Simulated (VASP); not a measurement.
## Al3GaN4: relaxation of cell and atoms with PBEsol

Al3GaN4:

```
CELL_PARAMETERS angstrom
5.01155 0.00000 0.00011
0.00000 3.11030 0.00000
-0.00322 0.00000 5.38376
ATOMIC_POSITIONS crystal
Al 0.50023 0.50000 0.16733
Al 0.00092 0.50000 0.83481
Al 0.00109 0.00000 0.33169
Ga 0.49942 0.00000 0.66620
N 0.11117 0.00000 0.66633
N 0.12245 0.50000 0.16716
N 0.62512 0.50000 0.84019
N 0.62319 0.00000 0.32629
```

```json
{
  "Program": "VASP 6.6.1",
  "Task": "relaxation of cell and atoms",
  "Functional": "PBEsol",
  "Potentials or basis": "VASP PAW PBE potentials, release 64 (Al, Ga_d, N)",
  "Cutoff": "600 eV",
  "k mesh": "6 × 8 × 4",
  "Occupations": "gaussian, width 0.02 eV",
  "Spin": "no spin polarisation",
  "Target pressure": "2 GPa",
  "Dipole correction": "no",
  "Further INCAR settings": "ALGO = Normal; EDIFF = 1e-07; IBRION = 2; EDIFFG = -0.008; NSW = 70; ISIF = 3"
}
```

- Relaxed volume: 10.58 Å³/atom
- Relaxed cell: a = 5.025 Å, b = 3.119 Å, c = 5.399 Å, α = 90.00°, β = 90.04°, γ = 90.00°
- Space group after relaxing (to 0.1 Å): Pm (No. 6)
- Energy change on relaxing (the run minimises the enthalpy): -1.6 meV/atom
- Ionic steps: 3
- Pressure after relaxing: 2.0 GPa
- Largest force after relaxing: 0.008 eV/Å
- Band gap on the k mesh: 3.58 eV

Forces in eV/Å, atoms in the order of the input:
```
Al   0.007  0.000 -0.001
Al   0.002  0.000 -0.002
Al   0.001  0.000  0.001
Ga   0.003  0.000  0.003
N    0.001  0.000 -0.001
N   -0.002  0.000  0.001
N   -0.007  0.000 -0.004
N   -0.004  0.000  0.003
```

The path:
```csv
step,energy change (eV),largest force (eV/Å),pressure (GPa),volume (Å³)
1,0.0000,0.0186,3.74,83.92
2,-0.0175,0.0158,0.33,85.31
3,-0.0125,0.0078,2.00,84.62
```

Final structure:
```
Al Ga N
1.0
     5.02468    0.00000    0.00001
     0.00000    3.11921    0.00000
    -0.00333    0.00000    5.39895
Al Ga N
3 1 4
Direct
  0.50025 0.50000 0.16737
  0.00099 0.50000 0.83485
  0.00112 0.00000 0.33166
  0.49941 0.00000 0.66618
  0.11118 0.00000 0.66632
  0.12243 0.50000 0.16716
  0.62506 0.50000 0.84013
  0.62316 0.00000 0.32634
```

Levels at points of the mesh, in eV from the valence-band top:
```
           k point  band 18  band 19  band 20  band 21  band 22  band 23  band 24  band 25
(0.00, 0.00, 0.00)    -0.75    -0.09    -0.01     0.00     3.58     5.46     5.90     6.05
(0.50, 0.00, 0.00)    -0.67    -0.67    -0.32    -0.27     4.85     5.22     5.73     6.13
(0.00, 0.50, 0.00)    -1.92    -1.84    -1.58    -1.50     5.62     5.64     7.63     7.78
(0.50, 0.50, 0.00)    -1.20    -1.18    -1.16    -0.91     6.15     6.48     6.51     6.54
(0.00, 0.00, 0.50)    -0.58    -0.56    -0.40    -0.21     5.57     5.83     7.00     7.41
(0.50, 0.00, 0.50)    -1.22    -1.17    -1.14    -0.75     5.92     6.16     6.32     6.46
(0.00, 0.50, 0.50)    -1.98    -1.88    -0.79    -0.64     5.19     5.60     5.78     5.90
(0.50, 0.50, 0.50)    -1.54    -1.44    -1.42    -1.20     4.70     5.10     5.16     5.18
```

It took 12 min on 1 thread of AMD EPYC 7R43 64-Core Processor (Zen 3), on a shared host, peak memory 0.3 GiB.

Caveat: the cell is relaxed towards a set pressure, so the run minimises the enthalpy, not the energy; the PAW data sets were made with another functional, which shifts forces and pressure a little. A k mesh can miss the band edges.
